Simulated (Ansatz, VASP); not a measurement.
## Pt in VASP and in Ansatz

File INCAR:

```
SYSTEM = Pt
ALGO = Fast ; EDIFF = 1E-7
ENCUT = 520 ; GGA = PS
ISIF = 2 ; ISMEAR = 0
LASPH = .TRUE. ; LCHARG = .FALSE.
LREAL = .FALSE. ; LWAVE = .FALSE.
NBANDS = 39 ; NELM = 100
PREC = Accurate ; SIGMA = 0.15
```

Contents of KPOINTS:

```
k-points
0
G
  24 24 5
  0 0 0
```

Contents of POSCAR:

```
Pt
1.0
    1.9590303458     -1.9590303458      0.0000000000
    1.9590303458      0.0000000000     -1.9590303458
    7.8361213832      7.8361213832      7.8361213832
Pt
6
Direct
    0.6666666667      0.6666666667      0.1666666667
    0.0000000000      0.0000000000      0.0000000000
    0.3333333333      0.3333333333      0.3333333333
    0.6666666667      0.6666666667      0.6666666667
    0.0000000000      0.0000000000      0.5000000000
    0.3333333333      0.3333333333      0.8333333333
```

Input for Ansatz:

```yaml
crystal:
  lattice:
    - [1.9590303458, -1.9590303458, 0.0]
    - [1.9590303458, 0.0, -1.9590303458]
    - [7.8361213832, 7.8361213832, 7.8361213832]
  atoms:
    - { symbol: Pt, position: [0.6666666667, 0.6666666667, 0.1666666667] }
    - { symbol: Pt, position: [0.0, 0.0, 0.0] }
    - { symbol: Pt, position: [0.3333333333, 0.3333333333, 0.3333333333] }
    - { symbol: Pt, position: [0.6666666667, 0.6666666667, 0.6666666667] }
    - { symbol: Pt, position: [0.0, 0.0, 0.5] }
    - { symbol: Pt, position: [0.3333333333, 0.3333333333, 0.8333333333] }
basis:
  ecutwfc: 420
kpoints:
  mp_grid: { grid: [24, 24, 5] }
hamiltonian:
  xc: pbesol
scf:
  occupations: { method: gaussian, width: 0.15 }
output:
  forces: true
  stress: true
  eigenvalues: true
```

Alike in both runs: task single point; functional PBEsol; k mesh 24 × 24 × 5; occupations gaussian, width 0.15 eV; no spin polarisation.

|  | VASP | Ansatz |
| --- | --- | --- |
| version | VASP 6.6.1 | Ansatz 0.2.0 |
| potentials or method | VASP PAW PBE potentials, release 64 (Pt), cutoff 520 eV | scalar-relativistic, plane waves, PAW |
| valence electrons in the cell | 60 | 108 |

VASP gave:

- gap on the k mesh at the Fermi level (eV): none
- pressure (GPa): -0.3

Task: Which values does Ansatz return?

Result: gap on the k mesh at the Fermi level (eV): none; pressure (GPa): 0.1.

VASP's potentials were made for PBE, not for PBEsol. A gap of «none» marks a metal or a gap that the smearing closes. VASP's potentials hold 60 valence electrons a cell and Ansatz's 108, so a difference there can come from the potentials and not from the codes.

Spin-orbit coupling is off throughout.
